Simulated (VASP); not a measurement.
# TiSi2 (Cmcm) in VASP: notebook

Runs on TiSi2. Level: LDA. Tasks: single point, relaxation of cell and atoms.

Everything below comes from runs of VASP 6.6.1. Logs are shortened: lines on timing, memory, paths and dates and some standing lists are left out, and cuts for length are marked.

**1. The cell of the first run**

It takes space group Cmcm (No. 63, orthorhombic). The conventional cell has a = 3.530 Å, b = 13.519 Å, c = 3.565 Å, α = 90.00°, β = 90.00°, γ = 90.00°. Within 3.6 Å of Ti (site symmetry m2m) lie 10 Si at 2.58 to 2.81 Å and 6 Ti at 3.31 to 3.57 Å. Within 3.3 Å of Si (site symmetry m2m) lie 8 Si at 2.51 to 3.15 Å and 4 Ti at 2.66 to 2.67 Å. Within 3.2 Å of Si (site symmetry m2m) lie 6 Si at 2.38 to 3.15 Å and 6 Ti at 2.58 to 2.81 Å.

**2. Single point, LDA**

File INCAR:

```
PREC = Accurate ; ENCUT = 520
EDIFF = 1E-6 ; ISMEAR = -1
SIGMA = 0.05 ; LREAL = False
LASPH = True ; NELM = 100
ALGO = Normal ; ISIF = 2
LWAVE = False ; LCHARG = True
GGA = CA ; LELF = True
LVHAR = True ; NBANDS = 29
```

File KPOINTS:

```
regular mesh
0
Gamma
  8 8 8
```

File POSCAR:

```
TiSi2
1.0
    1.7651050250     -6.7592815350      0.0000000000
    1.7651050250      6.7592815350      0.0000000000
    0.0000000000      0.0000000000      3.5651739700
Ti Si
2 4
Direct
    0.1031180800      0.8968819200      0.2500000000
    0.8968819200      0.1031180800      0.7500000000
    0.7503148200      0.2496851800      0.2500000000
    0.2496851800      0.7503148200      0.7500000000
    0.4417485500      0.5582514500      0.2500000000
    0.5582514500      0.4417485500      0.7500000000
```

Potentials or basis: VASP PAW LDA potentials, release 64 (Ti_sv, Si).

Launch:

```console
> cat potpaw_LDA.64/Ti_sv/POTCAR potpaw_LDA.64/Si/POTCAR > POTCAR
> mpirun -np 1 vasp_std > vasp.out
```

OUTCAR:

```text
PREC = Accurate
   ENCUT = 520
   EDIFF = 1E-6
   ISMEAR = -1
   LREAL = False
   LASPH = True
   NELM = 100
   ISIF = 2
   GGA = CA

 ion  position               nearest neighbor table
   1  0.103  0.897  0.250-   6 2.58   6 2.58   6 2.58   6 2.58   3 2.66   3 2.66   4 2.67   4 2.67
                             5 2.81   5 2.81
   2  0.897  0.103  0.750-   5 2.58   5 2.58   5 2.58   5 2.58   4 2.66   4 2.66   3 2.67   3 2.67
                             6 2.81   6 2.81
   3  0.750  0.250  0.250-   4 2.51   4 2.51   4 2.51   4 2.51   1 2.66   1 2.66   2 2.67   2 2.67
                             5 3.13   5 3.13
   4  0.250  0.750  0.750-   3 2.51   3 2.51   3 2.51   3 2.51   2 2.66   2 2.66   1 2.67   1 2.67
                             6 3.13   6 3.13
   5  0.442  0.558  0.250-   6 2.38   6 2.38   2 2.58   2 2.58   2 2.58   2 2.58   1 2.81   1 2.81
                             3 3.13   3 3.13
   6  0.558  0.442  0.750-   5 2.38   5 2.38   1 2.58   1 2.58   1 2.58   1 2.58   2 2.81   2 2.81
                             4 3.13   4 3.13

  LATTYP: Found a base centered orthorhombic cell.
 ALAT       =     3.5302100500
 B/A-ratio  =     3.8293934011
 C/A-ratio  =     1.0099042039

  Lattice vectors:

 A1 = (   1.7651050250,  -6.7592815350,   0.0000000000)
 A2 = (   1.7651050250,   6.7592815350,   0.0000000000)
 A3 = (   0.0000000000,   0.0000000000,   3.5651739700)

Analysis of symmetry for initial positions (statically):
=====================================================================
 Subroutine PRICEL returns:
 Original cell was already a primitive cell.

 Routine SETGRP: Setting up the symmetry group for a
 base centered orthorhombic supercell.

 Subroutine GETGRP returns: Found  8 space group operations
 (whereof  4 operations were pure point group operations)
 out of a pool of  8 trial point group operations.

The static configuration has the point symmetry C_2h.
 The point group associated with its full space group is D_2h.

Analysis of symmetry for dynamics (positions and initial velocities):
=====================================================================
 Subroutine PRICEL returns:
 Original cell was already a primitive cell.

 Routine SETGRP: Setting up the symmetry group for a
 base centered orthorhombic supercell.

 Subroutine GETGRP returns: Found  8 space group operations
 (whereof  4 operations were pure point group operations)
 out of a pool of  8 trial point group operations.

The dynamic configuration has the point symmetry C_2h.
 The point group associated with its full space group is D_2h.

 Subroutine INISYM returns: Found  8 space group operations
 (whereof  4 operations are pure point group operations),
 and found     1 'primitive' translations

----------------------------------------------------------------------------------------

                                     Primitive cell

  volume of cell :      85.0711

  direct lattice vectors                    reciprocal lattice vectors
     1.765105025 -6.759281535  0.000000000     0.283269263 -0.073972359  0.000000000
     1.765105025  6.759281535  0.000000000     0.283269263  0.073972359  0.000000000
     0.000000000  0.000000000  3.565173970     0.000000000  0.000000000  0.280491221

  length of vectors
     6.985948942  6.985948942  3.565173970     0.292768484  0.292768484  0.280491221

  position of ions in fractional coordinates (direct lattice)
     0.103118080  0.896881920  0.250000000
     0.896881920  0.103118080  0.750000000
     0.750314820  0.249685180  0.250000000
     0.249685180  0.750314820  0.750000000
     0.441748550  0.558251450  0.250000000
     0.558251450  0.441748550  0.750000000

  ion indices of the primitive-cell ions
   primitive index   ion index
                 1           1
                 2           2
                 3           3
                 4           4
                 5           5
                 6           6

----------------------------------------------------------------------------------------

 KPOINTS: regular mesh

Automatic generation of k-mesh.
 Grid dimensions read from file:
 generate k-points for:    8    8    8

 Generating k-lattice:

  Cartesian coordinates                     Fractional coordinates (reciprocal lattice)
     0.035408658 -0.009246545  0.000000000     0.125000000  0.000000000  0.000000000
     0.035408658  0.009246545  0.000000000     0.000000000  0.125000000  0.000000000
     0.000000000  0.000000000  0.035061403     0.000000000  0.000000000  0.125000000

  Length of vectors
     0.036596061  0.036596061  0.035061403

  Shift w.r.t. Gamma in fractional coordinates (k-lattice)
     0.000000000  0.000000000  0.000000000

 Subroutine IBZKPT returns following result:
 ===========================================

 Found    105 irreducible k-points:

 Following reciprocal coordinates:
            Coordinates               Weight
  0.000000  0.000000  0.000000      1.000000
  0.125000 -0.000000  0.000000      4.000000
  0.250000 -0.000000  0.000000      4.000000
  0.375000  0.000000  0.000000      4.000000
  0.500000 -0.000000  0.000000      2.000000
  0.125000  0.125000  0.000000      2.000000
[... 16 lines left out ...]
  0.125000 -0.000000  0.125000      8.000000
  0.250000 -0.000000  0.125000      8.000000
 [... further k-points ...]
   k-points           NKPTS =    105   k-points in BZ     NKDIM =    105   number of bands    NBANDS=     29
   number of dos      NEDOS =    301   number of ions     NIONS =      6
   total plane-waves  NPLWV =  81648
   dimension x,y,z NGX =    54 NGY =   54 NGZ =   28
   dimension x,y,z NGXF=   108 NGYF=  108 NGZF=   56
   ions per type =               2   4
   NGX,Y,Z   is equivalent  to a cutoff of  12.85, 12.85, 13.06 a.u.
   NGXF,Y,Z  is equivalent  to a cutoff of  25.70, 25.70, 26.11 a.u.
 SYSTEM =  unknown system
   PREC   = accura    normal or accurate (medium, high low for compatibility)
   ISTART =      0    job   : 0-new  1-cont  2-samecut
   ICHARG =      2    charge: 1-file 2-atom 10-const
   ISPIN  =      1    spin polarized calculation?
   LNONCOLLINEAR =      F non collinear calculations
   LSORBIT =      F    spin-orbit coupling
   LASPH  =      T    aspherical Exc in radial PAW
   ENCUT  =  520.0 eV  38.22 Ry    6.18 a.u.  12.99 12.99  6.63*2*pi/ulx,y,z
   NELM   =    100;   NELMIN=  2; NELMDL= -5     # of ELM steps
   EDIFF  = 0.1E-05   stopping-criterion for ELM
   LREAL  =      F    real-space projection
   EDIFFG = 0.1E-04   stopping-criterion for IOM
   NSW    =      0    number of steps for IOM
   IBRION =     -1    ionic relax: 0-MD 1-quasi-New 2-CG
   NFREE  =      0    steps in history (QN), initial steepest desc. (CG)
   ISIF   =      2    stress and relaxation
   ISYM   =      2    0-nonsym 1-usesym 2-fastsym
   POTIM  = 0.5000    time-step for ionic-motion
   TEBEG  =    0.0;   TEEND  =   0.0 temperature during run
   PSTRESS=    0.0 pullay stress
   NELECT =      40.0000    total number of electrons
   NUPDOWN=      -1.0000    fix difference up-down
   EMIN   =  10.00;   EMAX   =-10.00  energy-range for DOS
   EFERMI =   0.00;   METHOD = LEGACY
   ISMEAR =    -1;   SIGMA  =   0.05  broadening in eV -4-tet -1-fermi 0-gaus
   EFERMI_NEDOS =   21; number of points for ismear=-14 and -15
   IALGO  =     38    algorithm
   IMIX   =      4    mixing-type and parameters
     AMIX     =   0.40;   BMIX     =  1.00
     AMIX_MAG =   1.60;   BMIX_MAG =  1.00
  volume/ion in A,a.u.               =      14.18        95.68
  Fermi-wavevector in a.u.,A,eV,Ry     =   1.273017  2.405653 22.049227  1.620572
  Thomas-Fermi vector in A             =   2.405864
   LORBIT       =      0    0 simple, 1 ext, 2 COOP (PROOUT), +10 PAW based schemes
   GGA     = CA    functional components
   LHFCALC =     F    Hartree Fock is set to
   AEXX    =    0.0000 exact exchange contribution
   IVDW    =     0    specifies the selected vdW correction
   LEPSILON=     F    determine dielectric tensor
   LRPA    =     F    only Hartree local field effects (RPA)
 non-spin polarized calculation
  energy-cutoff  :      520.00
  volume of cell :       85.07
 maximum number of plane-waves:      2316
 NGX is ok and might be reduce to    54
   NGX = 25   NGY = 25   NGZ = 13

 number of electron      40.0000005 magnetization

 Free energy of the ion-electron system (eV)
  ---------------------------------------------------
  ext. energy  EPLUGINS =         0.00000000
  ---------------------------------------------------
  free energy    TOTEN  =       -44.95955641 eV

  energy without entropy =      -44.94742937  energy(sigma->0) =      -44.95349289

 E-fermi :  10.4311     XC(G=0): -11.7983

 val. band max:       10.4055626549   @ k =   0.3750   0.2500   0.1250
 cond. band min:      10.4313943282   @ k =   0.5000   0.2500   0.0000
 fundamental gap:      0.0258316733
 Fermi energy:        10.4311175249

 k-point     1 :       0.0000    0.0000    0.0000
  band No.  band energies     occupation
      1     -45.6908      2.00000
      2     -45.6808      2.00000
      3     -22.4337      2.00000
      4     -22.3940      2.00000
      5     -22.3806      2.00000
      6     -22.3806      2.00000
[... 21 lines left out ...]
     28      13.3503      0.00000
     29      13.5392      0.00000

 k-point     2 :       0.1250   -0.0000    0.0000
  band No.  band energies     occupation
      1     -45.6901      2.00000
      2     -45.6801      2.00000
      3     -22.4316      2.00000
      4     -22.4057      2.00000
      5     -22.3912      2.00000
      6     -22.3795      2.00000
[... 21 lines left out ...]
     28      13.4673      0.00000
     29      13.4923      0.00000

 k-point     3 :       0.2500   -0.0000    0.0000
  band No.  band energies     occupation
      1     -45.6884      2.00000
      2     -45.6786      2.00000
      3     -22.4342      2.00000
      4     -22.4262      2.00000
      5     -22.4165      2.00000
      6     -22.3767      2.00000
[... 638 lines left out ...]
      5     -22.3910      2.00000
      6     -22.3907      2.00000
[... 21 lines left out ...]
     28      13.7405      0.00000
     29      13.7889      0.00000

 k-point    24 :       0.2500   -0.0000    0.1250
  band No.  band energies     occupation
      1     -45.6874      2.00000
      2     -45.6784      2.00000
      3     -22.4323      2.00000
      4     -22.4239      2.00000
      5     -22.4160      2.00000
      6     -22.3881      2.00000
[... 21 lines left out ...]
     28      13.7652      0.00000
     29      14.0744      0.00000

 [... further k-points ...]

------------------------ aborting loop because EDIFF is reached ----------------------------------------

  FORCE on cell =-STRESS in cart. coord.  units (eV):
  Direction    XX          YY          ZZ          XY          YZ          ZX
  --------------------------------------------------------------------------------------
  -------------------------------------------------------------------------------------
  Total       -2.9284981     -2.7252687     -2.7231546      0.0000000     -0.0000000      0.0000000
  in kB      -55.1535820    -51.3260798    -51.2862648      0.0000000     -0.0000000      0.0000000
  external PRESSURE =     -52.5886422 kB  Pullay stress =       0.0000000 kB

 VOLUME and BASIS-vectors are now :
 -----------------------------------------------------------------------------
  energy-cutoff  :      520.00
  volume of cell :       85.07
      direct lattice vectors                 reciprocal lattice vectors
     1.765105025 -6.759281535  0.000000000     0.283269263 -0.073972359  0.000000000
     1.765105025  6.759281535  0.000000000     0.283269263  0.073972359  0.000000000
     0.000000000  0.000000000  3.565173970     0.000000000  0.000000000  0.280491221

 POSITION                                       TOTAL-FORCE (eV/Angst)
 -----------------------------------------------------------------------------------
      1.76511      5.36527      0.89129         0.000000     -0.044619     -0.000000
      1.76511     -5.36527      2.67388         0.000000      0.044619      0.000000
      1.76511     -3.38390      0.89129         0.000000     -0.007253     -0.000000
      1.76511      3.38390      2.67388         0.000000      0.007253     -0.000000
      1.76511      0.78748      0.89129         0.000000      0.106131     -0.000000
      1.76511     -0.78748      2.67388         0.000000     -0.106131     -0.000000
 -----------------------------------------------------------------------------------
    total drift:                                0.000000      0.000000      0.000000

  FREE ENERGIE OF THE ION-ELECTRON SYSTEM (eV)
  ---------------------------------------------------
  free  energy   TOTEN  =       -44.9595564068 eV

  energy  without entropy=      -44.9474293738  energy(sigma->0) =      -44.95349289
```

It took 3.1 min on 1 thread of AMD EPYC 9R45 (Zen 5), shared host; peak memory 0.32 GiB.

Results:

```yaml
Free_energy: -44.9596 eV
Pressure: -5.3 GPa
Largest_force: 0.106 eV/Å
Band_gap_on_the_k_mesh: zero (bands 20 and 21 overlap by 1.01 eV)
```

Forces in eV/Å, atoms in the order of the input:
```
Ti   0.000 -0.045  0.000
Ti   0.000  0.045  0.000
Si   0.000 -0.007  0.000
Si   0.000  0.007  0.000
Si   0.000  0.106  0.000
Si   0.000 -0.106  0.000
```

Stress tensor (GPa, compression positive):
```
-5.52  0.00  0.00
 0.00 -5.13  0.00
 0.00  0.00 -5.13
```

Caveat: the cell stands under tension.

[end of part 1 of 3]
